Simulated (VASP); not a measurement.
# Zr4Ag (P-6m2) in VASP: relaxation of cell and atoms with PBE

Aim: the relaxation of cell and atoms of Zr4Ag with PBE.

Everything below comes from runs of VASP 6.6.1. Logs are shortened: lines on timing, memory, paths and dates and some standing lists are left out, and cuts for length are marked.

## (1) The cell of the first run

It takes space group P-6m2 (No. 187, hexagonal). The conventional cell has a = 4.981 Å, b = 4.981 Å, c = 4.541 Å, α = 90.00°, β = 90.00°, γ = 120.00°. Within 3.0 Å of Zr (site symmetry -6m2) lie 8 Zr at 2.27 to 2.88 Å. Within 3.0 Å of Zr (site symmetry -6m2) lie 2 Zr at 2.27 Å and 3 Ag at 2.88 Å. Within 3.8 Å of Zr (site symmetry -6m2) lie 12 Zr at 2.88 to 3.66 Å and 6 Ag at 3.66 Å. Within 3.0 Å of Zr (site symmetry -6m2) lie 2 Ag at 2.27 Å and 6 Zr at 2.88 Å. Ag (site symmetry -6m2) has 5 Zr at 2.27 to 2.88 Å within 3.0 Å.

The cell was built from a structure type or drawn by symmetry, and may not be a known phase.

## (2) Relaxation of cell and atoms, PBE

Contents of INCAR:

```
ALGO = Normal
EDIFF = 1E-6
EDIFFG = -0.08
ENCUT = 600
GGA = PE
IBRION = 2
ISIF = 3
ISMEAR = 0
LASPH = True
LCHARG = False
LREAL = False
LWAVE = False
NELM = 100
NSW = 36
PREC = Accurate
SIGMA = 0.2
```

Contents of KPOINTS:

```
k-points
0
Gamma
  4 4 4
```

Contents of POSCAR:

```
Zr4Ag
1.0
    4.9806652700      0.0000000000      0.0000000000
   -2.4903326300      4.3133826500      0.0000000000
    0.0000000000      0.0000000000      4.5408211700
Zr Ag
4 1
Direct
    0.6666666700      0.3333333300      0.5000000000
    0.6666666700      0.3333333300      0.0000000000
    0.3333333300      0.6666666700      0.5000000000
    0.0000000000      0.0000000000      0.5000000000
    0.0000000000      0.0000000000      0.0000000000
```

Potentials or basis: VASP PAW PBE potentials, release 64 (Zr_sv, Ag).

Command:

```console
cat potpaw_PBE.64/Zr_sv/POTCAR potpaw_PBE.64/Ag/POTCAR > POTCAR
mpirun -np 1 vasp_std > vasp.out
```

OUTCAR:

```text
EDIFF = 1E-6
   EDIFFG = -0.08
   ENCUT = 600
   GGA = PE
   IBRION = 2
   ISIF = 3
   ISMEAR = 0
   LASPH = True
   LREAL = False
   NELM = 100
   NSW = 36
   PREC = Accurate

 ion  position               nearest neighbor table
   1  0.667  0.333  0.500-   2 2.27   2 2.27   4 2.88   3 2.88   3 2.88   4 2.88   4 2.88   3 2.88
                             5 3.66   5 3.66   5 3.66   5 3.66   5 3.66   5 3.66
   2  0.667  0.333  0.000-   1 2.27   1 2.27   5 2.88   5 2.88   5 2.88   4 3.66   4 3.66   3 3.66
                             3 3.66   3 3.66   3 3.66   4 3.66   4 3.66   4 3.66   4 3.66   3 3.66
   3  0.333  0.667  0.500-   4 2.88   1 2.88   1 2.88   4 2.88   4 2.88   1 2.88   5 3.66   5 3.66
                             2 3.66   2 3.66   2 3.66   2 3.66   5 3.66   5 3.66   5 3.66   5 3.66
   4  0.000  0.000  0.500-   5 2.27   5 2.27   1 2.88   3 2.88   3 2.88   1 2.88   1 2.88   3 2.88
                             2 3.66   2 3.66   2 3.66   2 3.66   2 3.66   2 3.66
   5  0.000  0.000  0.000-   4 2.27   4 2.27   2 2.88   2 2.88   2 2.88   1 3.66   3 3.66   3 3.66
                             1 3.66   3 3.66   1 3.66   3 3.66   1 3.66   1 3.66   1 3.66   3 3.66

  LATTYP: Found a hexagonal cell.
 ALAT       =     4.9806652700
 C/A-ratio  =     0.9116896888

  Lattice vectors:

 A1 = (   4.9806652700,   0.0000000000,   0.0000000000)
 A2 = (  -2.4903326300,   4.3133826500,   0.0000000000)
 A3 = (   0.0000000000,   0.0000000000,   4.5408211700)

Analysis of symmetry for initial positions (statically):
=====================================================================
 Subroutine PRICEL returns:
 Original cell was already a primitive cell.

 Routine SETGRP: Setting up the symmetry group for a
 hexagonal supercell.

 Subroutine GETGRP returns: Found 12 space group operations
 (whereof 12 operations were pure point group operations)
 out of a pool of 24 trial point group operations.

The static configuration has the point symmetry D_3h.

Analysis of symmetry for dynamics (positions and initial velocities):
=====================================================================
 Subroutine PRICEL returns:
 Original cell was already a primitive cell.

 Routine SETGRP: Setting up the symmetry group for a
 hexagonal supercell.

 Subroutine GETGRP returns: Found 12 space group operations
 (whereof 12 operations were pure point group operations)
 out of a pool of 24 trial point group operations.

The dynamic configuration has the point symmetry D_3h.

 Subroutine INISYM returns: Found 12 space group operations
 (whereof 12 operations are pure point group operations),
 and found     1 'primitive' translations

----------------------------------------------------------------------------------------

                                     Primitive cell

[... 61 lines left out ...]
  0.000000  0.000000  0.500000      1.000000
  0.250000 -0.000000  0.500000      6.000000
  0.500000 -0.000000  0.500000      3.000000
  0.250000  0.250000  0.500000      6.000000
   k-points           NKPTS =     12   k-points in BZ     NKDIM =     12   number of bands    NBANDS=     35
   number of dos      NEDOS =    301   number of ions     NIONS =      5
   total plane-waves  NPLWV =  57600
   dimension x,y,z NGX =    40 NGY =   40 NGZ =   36
   dimension x,y,z NGXF=    80 NGYF=   80 NGZF=   72
   ions per type =               4   1
   NGX,Y,Z   is equivalent  to a cutoff of  13.35, 13.35, 13.18 a.u.
   NGXF,Y,Z  is equivalent  to a cutoff of  26.70, 26.70, 26.36 a.u.
 SYSTEM =  unknown system
   PREC   = accura    normal or accurate (medium, high low for compatibility)
   ISTART =      0    job   : 0-new  1-cont  2-samecut
   ICHARG =      2    charge: 1-file 2-atom 10-const
   ISPIN  =      1    spin polarized calculation?
   LNONCOLLINEAR =      F non collinear calculations
   LSORBIT =      F    spin-orbit coupling
   LASPH  =      T    aspherical Exc in radial PAW
   ENCUT  =  600.0 eV  44.10 Ry    6.64 a.u.   9.95  9.95  9.07*2*pi/ulx,y,z
   NELM   =    100;   NELMIN=  2; NELMDL= -5     # of ELM steps
   EDIFF  = 0.1E-05   stopping-criterion for ELM
   LREAL  =      F    real-space projection
   EDIFFG = -.8E-01   stopping-criterion for IOM
   NSW    =     36    number of steps for IOM
   IBRION =      2    ionic relax: 0-MD 1-quasi-New 2-CG
   NFREE  =      1    steps in history (QN), initial steepest desc. (CG)
   ISIF   =      3    stress and relaxation
   ISYM   =      2    0-nonsym 1-usesym 2-fastsym
   POTIM  = 0.5000    time-step for ionic-motion
   TEBEG  =    0.0;   TEEND  =   0.0 temperature during run
   PSTRESS=    0.0 pullay stress
   NELECT =      59.0000    total number of electrons
   NUPDOWN=      -1.0000    fix difference up-down
   EMIN   =  10.00;   EMAX   =-10.00  energy-range for DOS
   EFERMI =   0.00;   METHOD = LEGACY
   ISMEAR =     0;   SIGMA  =   0.20  broadening in eV -4-tet -1-fermi 0-gaus
   EFERMI_NEDOS =   21; number of points for ismear=-14 and -15
   IALGO  =     38    algorithm
   IMIX   =      4    mixing-type and parameters
     AMIX     =   0.40;   BMIX     =  1.00
     AMIX_MAG =   1.60;   BMIX_MAG =  1.00
  volume/ion in A,a.u.               =      19.51       131.66
  Fermi-wavevector in a.u.,A,eV,Ry     =   1.384455  2.616241 26.078509  1.916716
  Thomas-Fermi vector in A             =   2.508958
   LORBIT       =      0    0 simple, 1 ext, 2 COOP (PROOUT), +10 PAW based schemes
   GGA     = PE    functional components
   LHFCALC =     F    Hartree Fock is set to
   AEXX    =    0.0000 exact exchange contribution
   IVDW    =     0    specifies the selected vdW correction
   LEPSILON=     F    determine dielectric tensor
   LRPA    =     F    only Hartree local field effects (RPA)
 conjugate gradient relaxation of ions
 non-spin polarized calculation
 Gauss-broadening in eV      SIGMA  =   0.20
  energy-cutoff  :      600.00
  volume of cell :       97.55
 maximum number of plane-waves:      3268
 NGX is ok and might be reduce to    40
   NGX = 19   NGY = 19   NGZ = 19

--------------------------------------- Ionic step        1  -------------------------------------------

 number of electron      58.9999996 magnetization

 Free energy of the ion-electron system (eV)
  ---------------------------------------------------
  ext. energy  EPLUGINS =         0.00000000
  ---------------------------------------------------
  free energy    TOTEN  =       -29.50658742 eV

  energy without entropy =      -29.36558132  energy(sigma->0) =      -29.43608437

 E-fermi :  10.3890     XC(G=0): -11.6445

 val. band max:       10.3841862969   @ k =   0.2500   0.2500   0.2500
 cond. band min:      10.4095736676   @ k =   0.5000  -0.0000   0.2500
 fundamental gap:      0.0253873708
 Fermi energy:        10.3890283164
[... 1228 lines left out ...]
--------------------------------------- Ionic step        9  -------------------------------------------

 number of electron      58.9999998 magnetization

 Free energy of the ion-electron system (eV)
  ---------------------------------------------------
  ext. energy  EPLUGINS =         0.00000000
  ---------------------------------------------------
  free energy    TOTEN  =       -33.90457566 eV

  energy without entropy =      -33.79486187  energy(sigma->0) =      -33.84971877

 E-fermi :   7.2965     XC(G=0): -10.4483

 val. band max:        7.2739776041   @ k =   0.5000  -0.0000   0.0000
 cond. band min:       7.2978374020   @ k =   0.2500  -0.0000   0.2500
 fundamental gap:      0.0238597979
 Fermi energy:         7.2964851107
[... 486 lines left out ...]
  FREE ENERGIE OF THE ION-ELECTRON SYSTEM (eV)
  ---------------------------------------------------
  free  energy   TOTEN  =       -33.9045756609 eV

  energy  without entropy=      -33.7948618695  energy(sigma->0) =      -33.84971877

 reached required accuracy - stopping structural energy minimisation
```

CONTCAR:

```text
Zr4Ag
   1.00000000000000
     5.1144856904009499    0.0000000001460066    0.0000000000000000
    -2.5572428399396898    4.4292745334179831   -0.0000000000000000
     0.0000000000000000   -0.0000000000000000    5.5384580746940939
  Zr              Ag
     4     1
Direct
     0.6666666699999979    0.3333333300000021    0.5000000000000000
     0.6666666699999979    0.3333333300000021    1.0000000000000000
     0.3333333300000021    0.6666666699999979    0.5000000000000000
     1.0000000000000000    1.0000000000000000    0.5000000000000000
     1.0000000000000000    1.0000000000000000    0.0000000000000000

  0.00000000E+00  0.00000000E+00  0.00000000E+00
  0.00000000E+00  0.00000000E+00  0.00000000E+00
  0.00000000E+00  0.00000000E+00  0.00000000E+00
  0.00000000E+00  0.00000000E+00  0.00000000E+00
  0.00000000E+00  0.00000000E+00  0.00000000E+00
```

Wall time 6.3 min (1 thread of Intel Xeon Platinum 8375C at 2.90GHz (Ice Lake), shared host); peak memory 0.26 GiB.

What came out:

```
Free energy                           : -33.9046 eV
Relaxed volume                        : 25.09 Å³/atom
Relaxed cell                          : a = 5.114 Å, b = 5.114 Å, c = 5.538 Å, α = 90.00°, β = 90.00°, γ = 120.00°
Space group after relaxing (to 0.1 Å) : P-6m2 (No. 187)
Energy gained by relaxing             : 879.6 meV/atom
Ionic steps                           : 9
Pressure after relaxing               : -0.1 GPa
Band gap on the k mesh                : zero (an odd number of electrons rules out a gap without spin polarisation)
```

Step by step:
```
step  energy change (eV)  largest force (eV/Å)  pressure (GPa)  volume (Å³)
   1              0.0000                0.0000           37.37        97.55
   2             -1.9404                0.0000          -11.07       171.53
   3             -4.3598                0.0000           -2.29       129.83
   4             -4.3704                0.0000           -1.67       128.60
   5             -4.3740                0.0000           -1.05       127.44
   6             -4.3971                0.0000            0.30       124.82
   7             -4.3971                0.0000            0.31       124.83
   8             -4.3971                0.0000            0.28       124.88
   9             -4.3980                0.0000           -0.07       125.47
```

Final structure:
```xyz
5
Lattice="5.1145 0.0000 0.0000 -2.5572 4.4293 0.0000 0.0000 0.0000 5.5385" Properties=species:S:1:pos:R:3 pbc="T T T"
Zr    2.5572    1.4764    2.7692
Zr    2.5572    1.4764    5.5385
Zr    0.0000    2.9528    2.7692
Zr    2.5572    4.4293    2.7692
Ag    2.5572    4.4293    0.0000
```

Caveat: the k points lie up to 0.35 Å⁻¹ apart in the final cell, too coarse for converged energies and pressures of a metal; the volume moved by over 15 % at a fixed basis, so the end points are rough.
